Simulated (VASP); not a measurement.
Write the native input for VASP 6.6.1 that does the following.

```
Task                   : relaxation of cell and atoms
Functional             : LDA
Potentials or basis    : VASP PAW LDA potentials, release 64 (Se)
Cutoff                 : 600 eV
k mesh                 : 17 × 17 × 17
Occupations            : fermi-dirac, width 0.1 eV
Spin                   : no spin polarisation
Target pressure        : 36 GPa
Dipole correction      : no
Further INCAR settings : ALGO = Normal; EDIFF = 1e-06; IBRION = 2; EDIFFG = -0.005; NSW = 60; ISIF = 3
```

The structure of Se lies in POSCAR:

```
Se
1.0
   -1.5516478366      1.5516478366      1.5516478366
    1.5516478366     -1.5516478366      1.5516478366
    1.5516478366      1.5516478366     -1.5516478366
Se
1
Direct
    0.0000000000      0.0000000000      0.0000000000
```

These files were run (other wordings do the same):

INCAR

```
PREC = Accurate
ENCUT = 600
EDIFF = 1E-6
ISMEAR = -1
SIGMA = 0.1
LREAL = F
LASPH = T
NELM = 80
ALGO = Normal
ISIF = 3
LWAVE = F
LCHARG = F
IBRION = 2
NSW = 60
EDIFFG = -0.005
PSTRESS = 360.0
```

KPOINTS

```
regular mesh
0
Gamma
  17 17 17
```

Potentials or basis: VASP PAW LDA potentials, release 64 (Se).

The run is started by

```sh
$ cat potpaw_LDA.64/Se/POTCAR > POTCAR
$ mpirun -np 1 vasp_std > vasp.out
```

Results of the run:

```
Relaxed volume                                         : 14.99 Å³/atom
Relaxed cell                                           : a = 2.690 Å, b = 2.690 Å, c = 2.690 Å, α = 109.47°, β = 109.47°, γ = 109.47°
Space group after relaxing (to 0.05 Å)                 : Im-3m (No. 229)
Energy change on relaxing (the enthalpy is what falls) : -11.1 meV/atom
Ionic steps                                            : 3
Pressure after relaxing                                : 36.0 GPa
Band gap on the k mesh                                 : zero (band 3 reaches 14.78 eV, above the bottom of band 4 at 4.76 eV)
```

Caveat: the cell is relaxed towards a set pressure, so the enthalpy falls and the energy may rise.

Run time: 17 s on 1 thread of Intel(R) Xeon(R) Platinum 8375C CPU @ 2.90GHz (Ice Lake) (shared host), peak memory 0.14 GiB.
